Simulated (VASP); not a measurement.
# Cs2ZnSiCl6 (Fm-3m) in VASP: single point with HSE06

Aim: the single point of Cs2ZnSiCl6 with HSE06.

Everything below comes from runs of VASP 6.6.1. Logs are shortened: lines on timing, memory, paths and dates and some standing lists are left out, and cuts for length are marked.

## 1. The cell of the first run

It takes space group Fm-3m (No. 225, cubic). The conventional cell has a = 10.340 Å, b = 10.340 Å, c = 10.340 Å, α = 90.00°, β = 90.00°, γ = 90.00°. Within 4.8 Å of Cs (site symmetry -43m) lie 12 Cl at 3.66 Å and 4 Si at 4.48 Å and 4 Zn at 4.48 Å. Si (site symmetry m-3m) has 6 Cl at 2.55 Å within 3.4 Å. Zn (site symmetry m-3m) has 6 Cl at 2.62 Å within 3.5 Å. Cl (site symmetry 4mm) has 1 Si at 2.55 Å and 1 Zn at 2.62 Å within 3.4 Å.

## 2. Single point, HSE06

The input, POSCAR:

```
Cs2ZnSiCl6
1.0
    0.0000000000      5.1701960000      5.1701960000
    5.1701960000      0.0000000000      5.1701960000
    5.1701960000      5.1701960000      0.0000000000
Cs Si Zn Cl
2 1 1 6
Direct
    0.2500000000      0.2500000000      0.2500000000
    0.7500000000      0.7500000000      0.7500000000
    0.0000000000      0.0000000000      0.0000000000
    0.5000000000      0.5000000000      0.5000000000
    0.7537300000      0.2462700000      0.2462700000
    0.2462700000      0.7537300000      0.2462700000
    0.2462700000      0.7537300000      0.7537300000
    0.7537300000      0.2462700000      0.7537300000
    0.2462700000      0.2462700000      0.7537300000
    0.7537300000      0.7537300000      0.2462700000
```

The input, INCAR.step1:

```
SYSTEM = Cs2ZnSiCl6
ALGO = Normal
EDIFF = 1E-5
ENCUT = 400
GGA = PE
GGA_COMPAT = .False.
ISIF = 2
ISMEAR = -1
LASPH = .True.
LREAL = .False.
LWAVE = .True.
NBANDS = 49
NELM = 120
PREC = Accurate
SIGMA = 0.1
```

The input, INCAR.step2:

```
SYSTEM = Cs2ZnSiCl6
ALGO = Normal
EDIFF = 1E-6
ENCUT = 400
GGA = PE
GGA_COMPAT = .False.
HFSCREEN = 0.2079
ISIF = 2
ISMEAR = -1
ISTART = 1
LASPH = .True.
LCHARG = .True.
LELF = .True.
LHFCALC = .True.
LREAL = .False.
LVHAR = .True.
LWAVE = .False.
NBANDS = 49
NELM = 120
PREC = Accurate
PRECFOCK = Fast
SIGMA = 0.1
```

The input, KPOINTS:

```
k-points
0
Gamma
  2 2 2
  0 0 0
```

Potentials or basis: VASP PAW PBE potentials, release 64 (Cs_sv, Si, Zn, Cl).

On the command line:

```
> cat potpaw_PBE.64/Cs_sv/POTCAR potpaw_PBE.64/Si/POTCAR potpaw_PBE.64/Zn/POTCAR potpaw_PBE.64/Cl/POTCAR > POTCAR
> cp INCAR.step1 INCAR
> mpirun -np 1 vasp_std > vasp.out
> cp INCAR.step2 INCAR
> mpirun -np 1 vasp_std > vasp.out
```

OUTCAR:

```text
SYSTEM = Cs2ZnSiCl6
   EDIFF = 1E-6
   ENCUT = 400
   GGA = PE
   HFSCREEN = 0.2079
   ISIF = 2
   ISMEAR = -1
   ISTART = 1
   LASPH = .True.
   LHFCALC = .True.
   LREAL = .False.
   NELM = 120
   PREC = Accurate
   PRECFOCK = Fast

 ion  position               nearest neighbor table
   1  0.250  0.250  0.250-
   2  0.750  0.750  0.750-
   3  0.000  0.000  0.000-   5 2.55   6 2.55   7 2.55   8 2.55   9 2.55  10 2.55
   4  0.500  0.500  0.500-   5 2.62   6 2.62   7 2.62   8 2.62   9 2.62  10 2.62
   5  0.754  0.246  0.246-   3 2.55   4 2.62
   6  0.246  0.754  0.246-   3 2.55   4 2.62
   7  0.246  0.754  0.754-   3 2.55   4 2.62
   8  0.754  0.246  0.754-   3 2.55   4 2.62
   9  0.246  0.246  0.754-   3 2.55   4 2.62
  10  0.754  0.754  0.246-   3 2.55   4 2.62

  LATTYP: Found a face centered cubic cell.
 ALAT       =    10.3403920000

  Lattice vectors:

 A1 = (   0.0000000000,   5.1701960000,   5.1701960000)
 A2 = (   5.1701960000,   0.0000000000,   5.1701960000)
 A3 = (   5.1701960000,   5.1701960000,   0.0000000000)

Analysis of symmetry for initial positions (statically):
=====================================================================
 Subroutine PRICEL returns:
 Original cell was already a primitive cell.

 Routine SETGRP: Setting up the symmetry group for a
 face centered cubic supercell.

 Subroutine GETGRP returns: Found 48 space group operations
 (whereof 48 operations were pure point group operations)
 out of a pool of 48 trial point group operations.

The static configuration has the point symmetry O_h .

Analysis of symmetry for dynamics (positions and initial velocities):
=====================================================================
 Subroutine PRICEL returns:
 Original cell was already a primitive cell.

 Routine SETGRP: Setting up the symmetry group for a
 face centered cubic supercell.

 Subroutine GETGRP returns: Found 48 space group operations
 (whereof 48 operations were pure point group operations)
 out of a pool of 48 trial point group operations.

The dynamic configuration has the point symmetry O_h .

 Subroutine INISYM returns: Found 48 space group operations
 (whereof 48 operations are pure point group operations),
 and found     1 'primitive' translations

----------------------------------------------------------------------------------------

                                     Primitive cell

  volume of cell :     276.4083

  direct lattice vectors                    reciprocal lattice vectors
     0.000000000  5.170196000  5.170196000    -0.096708133  0.096708133  0.096708133
     5.170196000  0.000000000  5.170196000     0.096708133 -0.096708133  0.096708133
     5.170196000  5.170196000  0.000000000     0.096708133  0.096708133 -0.096708133

  length of vectors
     7.311761303  7.311761303  7.311761303     0.167503399  0.167503399  0.167503399

  position of ions in fractional coordinates (direct lattice)
     0.250000000  0.250000000  0.250000000
     0.750000000  0.750000000  0.750000000
     0.000000000  0.000000000  0.000000000
     0.500000000  0.500000000  0.500000000
     0.753730000  0.246270000  0.246270000
     0.246270000  0.753730000  0.246270000
     0.246270000  0.753730000  0.753730000
     0.753730000  0.246270000  0.753730000
     0.246270000  0.246270000  0.753730000
     0.753730000  0.753730000  0.246270000

  ion indices of the primitive-cell ions
   primitive index   ion index
                 1           1
                 2           2
                 3           3
                 4           4
                 5           5
                 6           6
                 7           7
                 8           8
                 9           9
                10          10

----------------------------------------------------------------------------------------

 KPOINTS: k-points

Automatic generation of k-mesh.
 Grid dimensions read from file:
 generate k-points for:    2    2    2

 Generating k-lattice:

  Cartesian coordinates                     Fractional coordinates (reciprocal lattice)
    -0.048354066  0.048354066  0.048354066     0.500000000  0.000000000  0.000000000
     0.048354066 -0.048354066  0.048354066     0.000000000  0.500000000  0.000000000
     0.048354066  0.048354066 -0.048354066     0.000000000  0.000000000  0.500000000

  Length of vectors
     0.083751700  0.083751700  0.083751700

  Shift w.r.t. Gamma in fractional coordinates (k-lattice)
     0.000000000  0.000000000  0.000000000

 Subroutine IBZKPT returns following result:
 ===========================================

 Found      3 irreducible k-points:

 Following reciprocal coordinates:
            Coordinates               Weight
  0.000000  0.000000  0.000000      1.000000
  0.500000  0.000000  0.000000      4.000000
  0.500000  0.500000  0.000000      3.000000
   k-points           NKPTS =      3   k-points in BZ     NKDIM =      8   number of bands    NBANDS=     49
   number of dos      NEDOS =    301   number of ions     NIONS =     10
   total plane-waves  NPLWV = 110592
   dimension x,y,z NGX =    48 NGY =   48 NGZ =   48
   dimension x,y,z NGXF=    96 NGYF=   96 NGZF=   96
   ions per type =               2   1   1   6
   NGX,Y,Z   is equivalent  to a cutoff of  10.91, 10.91, 10.91 a.u.
   NGXF,Y,Z  is equivalent  to a cutoff of  21.83, 21.83, 21.83 a.u.
 SYSTEM =  Cs2ZnSiCl6
   PREC   = accura    normal or accurate (medium, high low for compatibility)
   ISTART =      1    job   : 0-new  1-cont  2-samecut
   ICHARG =      0    charge: 1-file 2-atom 10-const
   ISPIN  =      1    spin polarized calculation?
   LNONCOLLINEAR =      F non collinear calculations
   LSORBIT =      F    spin-orbit coupling
   LASPH  =      T    aspherical Exc in radial PAW
   ENCUT  =  400.0 eV  29.40 Ry    5.42 a.u.  11.92 11.92 11.92*2*pi/ulx,y,z
   NELM   =    120;   NELMIN=  2; NELMDL=  0     # of ELM steps
   EDIFF  = 0.1E-05   stopping-criterion for ELM
   LREAL  =      F    real-space projection
   EDIFFG = 0.1E-04   stopping-criterion for IOM
   NSW    =      0    number of steps for IOM
   IBRION =     -1    ionic relax: 0-MD 1-quasi-New 2-CG
   NFREE  =      0    steps in history (QN), initial steepest desc. (CG)
   ISIF   =      2    stress and relaxation
   ISYM   =      3    0-nonsym 1-usesym 2-fastsym
   POTIM  = 0.5000    time-step for ionic-motion
   TEBEG  =    0.0;   TEEND  =   0.0 temperature during run
   PSTRESS=    0.0 pullay stress
   NELECT =      76.0000    total number of electrons
   NUPDOWN=      -1.0000    fix difference up-down
   EMIN   =  10.00;   EMAX   =-10.00  energy-range for DOS
   EFERMI =   0.00;   METHOD = LEGACY
   ISMEAR =    -1;   SIGMA  =   0.10  broadening in eV -4-tet -1-fermi 0-gaus
   EFERMI_NEDOS =   21; number of points for ismear=-14 and -15
   IALGO  =     38    algorithm
   IMIX   =      1    mixing-type and parameters
     AMIX     =   0.40;   BMIX     =  1.00
     AMIX_MAG =   1.60;   BMIX_MAG =  1.00
  volume/ion in A,a.u.               =      27.64       186.53
  Fermi-wavevector in a.u.,A,eV,Ry     =   1.064541  2.011691 15.418766  1.133247
  Thomas-Fermi vector in A             =   2.200063
   LORBIT       =      0    0 simple, 1 ext, 2 COOP (PROOUT), +10 PAW based schemes
   GGA     = PE    functional components
   LHFCALC =     T    Hartree Fock is set to
   PRECFOCK=fast      Normal, Fast or Accurate (Low or Medium for compatibility)
   ENCUT4O =  -1.0   cutoff for four orbital integrals eV
   NKREDX  =     1    reduce k-point grid by
   NKREDY  =     1    reduce k-point grid by
   NKREDZ  =     1    reduce k-point grid by
   AEXX    =    0.2500 exact exchange contribution
   HFSCREEN=    0.2079 screening length (either q_TF or 0.3 A-1)
   HFSCREENC=   0.2079 screening length for correlation (either q_TF or 0.3 A-1)
   ENCUTFOCK=  -1.0 apply spherical cutoff to Coloumb kernel
   IVDW    =     0    specifies the selected vdW correction
   LEPSILON=     F    determine dielectric tensor
   LRPA    =     F    only Hartree local field effects (RPA)
 non-spin polarized calculation
  energy-cutoff  :      400.00
  volume of cell :      276.41
 maximum number of plane-waves:      5029
 NGX is ok and might be reduce to    48
  NGX = 28; NGY = 28; NGZ = 28

 number of electron      76.0000027 magnetization

 Free energy of the ion-electron system (eV)
  ---------------------------------------------------
  ext. energy  EPLUGINS =         0.00000000
  ---------------------------------------------------
  free energy    TOTEN  =       -38.53217765 eV

  energy without entropy =      -38.53115389  energy(sigma->0) =      -38.53166577

 E-fermi :   2.1054     XC(G=0):  -7.1496

 val. band max:        1.3953810401   @ k =   0.5000   0.5000   0.0000
 cond. band min:       2.8438820920   @ k =   0.5000   0.0000   0.0000
 fundamental gap:      1.4485010519
 Fermi energy:         2.1054044735

 k-point     1 :       0.0000    0.0000    0.0000
  band No.  band energies     occupation
      1     -20.7508      2.00000
      2     -20.7222      2.00000
      3     -15.6155      2.00000
      4     -15.0021      2.00000
      5     -15.0021      2.00000
      6     -15.0021      2.00000
[... 41 lines left out ...]
     48       7.7491      0.00000
     49       8.4948      0.00000

 k-point     2 :       0.5000    0.0000    0.0000
  band No.  band energies     occupation
      1     -20.7343      2.00000
      2     -20.7342      2.00000
      3     -15.4437      2.00000
      4     -15.2517      2.00000
      5     -14.9296      2.00000
      6     -14.9296      2.00000
[... 41 lines left out ...]
     48       8.2828      0.00000
     49       8.7855      0.00000

 k-point     3 :       0.5000    0.5000    0.0000
  band No.  band energies     occupation
      1     -20.7381      2.00000
      2     -20.7288      2.00000
      3     -15.4433      2.00000
      4     -15.0362      2.00000
      5     -15.0192      2.00000
      6     -15.0192      2.00000
[... 41 lines left out ...]
     48       9.1663      0.00000
     49       9.3823      0.00000

------------------------ aborting loop because EDIFF is reached ----------------------------------------

  FORCE on cell =-STRESS in cart. coord.  units (eV):
  Direction    XX          YY          ZZ          XY          YZ          ZX
  --------------------------------------------------------------------------------------
  -------------------------------------------------------------------------------------
  Total       -0.9031270     -0.9031270     -0.9031270      0.0000000      0.0000000      0.0000000
  in kB       -5.2348999     -5.2348999     -5.2348999      0.0000000      0.0000000      0.0000000
  external PRESSURE =      -5.2348999 kB  Pullay stress =       0.0000000 kB

 VOLUME and BASIS-vectors are now :
 -----------------------------------------------------------------------------
  energy-cutoff  :      400.00
  volume of cell :      276.41
      direct lattice vectors                 reciprocal lattice vectors
     0.000000000  5.170196000  5.170196000    -0.096708133  0.096708133  0.096708133
     5.170196000  0.000000000  5.170196000     0.096708133 -0.096708133  0.096708133
     5.170196000  5.170196000  0.000000000     0.096708133  0.096708133 -0.096708133

 POSITION                                       TOTAL-FORCE (eV/Angst)
 -----------------------------------------------------------------------------------
      2.58510      2.58510      2.58510        -0.000000     -0.000000      0.000000
      7.75529      7.75529      7.75529        -0.000000     -0.000000      0.000000
      0.00000      0.00000      0.00000        -0.000000      0.000000      0.000000
      5.17020      5.17020      5.17020        -0.000000      0.000000      0.000000
      2.54653      5.17020      5.17020         0.691844      0.000000      0.000000
      5.17020      2.54653      5.17020        -0.000000      0.691844      0.000000
      7.79386      5.17020      5.17020        -0.691844      0.000000      0.000000
      5.17020      7.79386      5.17020        -0.000000     -0.691844      0.000000
      5.17020      5.17020      2.54653        -0.000000      0.000000      0.691844
      5.17020      5.17020      7.79386        -0.000000      0.000000     -0.691844
 -----------------------------------------------------------------------------------
    total drift:                               -0.000002      0.000005      0.000003

  FREE ENERGIE OF THE ION-ELECTRON SYSTEM (eV)
  ---------------------------------------------------
  free  energy   TOTEN  =       -38.5321776467 eV

  energy  without entropy=      -38.5311538881  energy(sigma->0) =      -38.53166577
```

It took 9 min on 1 thread of Intel Xeon Platinum 8259CL at 2.50GHz (Skylake/Cascade Lake), shared host; peak memory 0.47 GiB.

What came out:

```yaml
Free_energy: -38.5322 eV
Pressure: -0.5 GPa
Largest_force: 0.692 eV/Å
Band_gap_on_the_k_mesh: 1.45 eV (least direct gap 2.05 eV)
```

Forces on the atoms (eV/Å):
```
Cs   0.000  0.000  0.000
Cs   0.000  0.000  0.000
Si   0.000  0.000  0.000
Zn   0.000  0.000  0.000
Cl   0.692  0.000  0.000
Cl   0.000  0.692  0.000
Cl  -0.692  0.000  0.000
Cl   0.000 -0.692  0.000
Cl   0.000  0.000  0.692
Cl   0.000  0.000 -0.692
```

Caveat: the k points lie up to 0.53 Å⁻¹ apart; the PAW data sets were made with another functional, which shifts forces and pressure a little; spin-orbit coupling is left out, which moves the levels of the heavy elements. A k mesh can miss the band edges.
